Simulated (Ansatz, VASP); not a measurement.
BiTe in VASP and in Ansatz

```
Bi Te
1.0
     2.39925    1.38521    3.19511
    -2.39925    1.38521    3.19511
     0.00000   -2.77041    3.19511
Bi Te
1 1
Direct
  0.50000 0.50000 0.50000
  0.00000 0.00000 0.00000
```

Alike in both runs: task single point; functional PBEsol; k mesh 18 × 18 × 18; occupations gaussian, width 0.15 eV; no spin polarisation.

|  | VASP | Ansatz |
| --- | --- | --- |
| version | VASP 6.6.1 | Ansatz 0.2.0 |
| potentials or method | VASP PAW PBE potentials, release 64 (Bi_d, Te), cutoff 520 eV | scalar-relativistic, plane waves, PAW |
| valence electrons in the cell | 21 | 31 |

```csv
,VASP,Ansatz,Ansatz less VASP
gap on the k mesh at the Fermi level (eV),none,none,-
pressure (GPa),0.0,0.0,+0.02
```

VASP's potentials were made for PBE, not for PBEsol. A gap of «none» marks a metal or a gap that the smearing closes. VASP's potentials hold 21 valence electrons a cell and Ansatz's 31, so a difference there can come from the potentials and not from the codes.

Spin-orbit coupling is off throughout.
